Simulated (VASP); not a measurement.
Set up this calculation in VASP 6.6.1, as the native input.

```yaml
Task: single point
Functional: PBE
Potentials_or_basis: VASP PAW PBE potentials, release 64 (Ba_sv, Nb_sv)
Cutoff: 520 eV
k_mesh: 6 × 6 × 6
Occupations: gaussian, width 0.1 eV
Spin: no spin polarisation
Dipole_correction: no
Further_INCAR_settings: ALGO = Fast; EDIFF = 1e-06; NBANDS = 25
```

The structure of BaNb2 lies in POSCAR:

```
BaNb2
1.0
    1.7190566811      0.9924978376      7.5846303443
   -1.7190566811      0.9924978376      7.5846303443
    0.0000000000     -1.9849956752      7.5846303443
Ba Nb
1 2
Direct
    0.0000000000      0.0000000000      0.0000000000
    0.7950819776      0.7950819776      0.7950819776
    0.2049180224      0.2049180224      0.2049180224
```

The input as run:

INCAR

```
SYSTEM = BaNb2
PREC = Accurate
ENCUT = 520
EDIFF = 1E-6
ISMEAR = 0
SIGMA = 0.1
LREAL = .False.
LASPH = .True.
NELM = 80
ALGO = Fast
ISIF = 2
LWAVE = .False.
LCHARG = .False.
GGA = PE
NBANDS = 25
```

KPOINTS

```
regular mesh
0
Gamma
  6 6 6
  0 0 0
```

Potentials or basis: VASP PAW PBE potentials, release 64 (Ba_sv, Nb_sv).

The run is started by

```console
$ cat potpaw_PBE.64/Ba_sv/POTCAR potpaw_PBE.64/Nb_sv/POTCAR > POTCAR
$ mpirun -np 1 vasp_std > vasp.out
```

Results of the run:

The pressure is 0.8 GPa and the largest force is 0.063 eV/Å. The band gap on the k mesh is zero (bands 18 and 19 overlap by 1.05 eV).

Caveat: spin-orbit coupling is left out, which moves the levels of the heavy elements.

It took 31 min on 1 thread of AMD EPYC 7R13, with other jobs on the host, peak memory 0.48 GiB.
